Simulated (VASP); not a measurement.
Input of a VASP 6.6.1 run:

The input INCAR:

```
SYSTEM = TiAl
PREC = Accurate
ENCUT = 520
EDIFF = 1E-6
ISMEAR = 0
SIGMA = 0.15
LREAL = .False.
LASPH = .True.
NELM = 100
ALGO = Fast
ISIF = 2
LWAVE = .False.
LCHARG = .True.
GGA = PS
LELF = .True.
LVHAR = .True.
NBANDS = 14
```

Contents of KPOINTS:

```
regular mesh
0
Gamma
  14 14 14
  0 0 0
```

Contents of POSCAR:

```
TiAl
1.0
    2.9247348007      0.0000000000      0.0000000000
    0.0000000000      3.0402471496      0.0000000000
    0.0000000000      0.0000000000      3.1560751060
Ti Al
1 1
Direct
    0.0000000000      0.0000000000      0.0000000000
    0.5000000000      0.5000000000      0.5000000000
```

Potentials or basis: VASP PAW PBE potentials, release 64 (Ti_sv, Al).

The run is started by

```sh
$ cat potpaw_PBE.64/Ti_sv/POTCAR potpaw_PBE.64/Al/POTCAR > POTCAR
$ mpirun -np 1 vasp_std > vasp.out
```

Q: Predict the pressure.

A: 17.0 GPa.

Q: What does it give for the band gap on the k mesh?

A: Zero (an odd number of electrons rules out a gap without spin polarisation).

Stress tensor (GPa, compression positive):
```
16.10  0.00  0.00
 0.00 15.18  0.00
 0.00  0.00 19.75
```

Caveat: the cell differs from its parent crystal (normal strain along x -0.0733, normal strain along y -0.0367); the cell stands under pressure; the PAW data sets were made with another functional, which shifts forces and pressure a little.
